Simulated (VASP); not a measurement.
Input of a VASP 6.6.1 run:

INCAR

```
PREC = Accurate
ENCUT = 520
EDIFF = 1E-6
ISMEAR = -1
SIGMA = 0.05
LREAL = False
LASPH = True
NELM = 100
ALGO = Normal
ISIF = 2
LWAVE = False
LCHARG = False
GGA = PE
IVDW = 12
NBANDS = 16
```

File KPOINTS:

```
regular mesh
0
Gamma
  10 10 10
```

Contents of POSCAR:

```
GaN
1.0
    0.0000000000      2.2230441631      2.2230441631
    2.2230441631      0.0000000000      2.2230441631
    2.2230441631      2.2230441631      0.0000000000
Ga N
1 1
Direct
    0.0000000000      0.0000000000      0.0000000000
    0.2500000000      0.2500000000      0.2500000000
```

Potentials or basis: VASP PAW PBE potentials, release 64 (Ga_d, N).

Run with:

```sh
$ cat potpaw_PBE.64/Ga_d/POTCAR potpaw_PBE.64/N/POTCAR > POTCAR
$ mpirun -np 1 vasp_std > vasp.out
```

Question: What does it give for the pressure?

Answer: 9.7 GPa.

Question: What does it give for the dispersion energy per atom?

Answer: -0.265 eV.

Question: What does it give for the band gap on the k mesh?

Answer: 1.99 eV, direct.

A hybrid or GW would open this gap; PBE tends to underestimate it.
